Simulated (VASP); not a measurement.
A run of VASP 6.6.1 is set up as follows.

INCAR

```
PREC = Accurate
ENCUT = 520
EDIFF = 1E-7
ISMEAR = 0
SIGMA = 0.1
LREAL = False
LASPH = True
NELM = 100
ALGO = Fast
ISIF = 2
LWAVE = False
LCHARG = True
GGA = PE
IVDW = 12
LELF = True
LVHAR = True
NBANDS = 22
```

File KPOINTS:

```
regular mesh
0
Gamma
  12 12 12
```

File POSCAR:

```
Bi
1.0
    2.1929776544      1.2661162391      3.6515242965
   -2.1929776544      1.2661162391      3.6515242965
    0.0000000000     -2.5322324782      3.6515242965
Bi
2
Direct
    0.2430100385      0.2430100385      0.2430100385
    0.7569899615      0.7569899615      0.7569899615
```

Potentials or basis: VASP PAW PBE potentials, release 64 (Bi_d).

Run with:

```console
$ cat potpaw_PBE.64/Bi_d/POTCAR > POTCAR
$ mpirun -np 1 vasp_std > vasp.out
```

(1) Predict the pressure.

(2) Predict the dispersion energy per atom.

Results:

(1) 7.2 GPa.

(2) -0.526 eV.

Caveat: the cell stands under pressure.
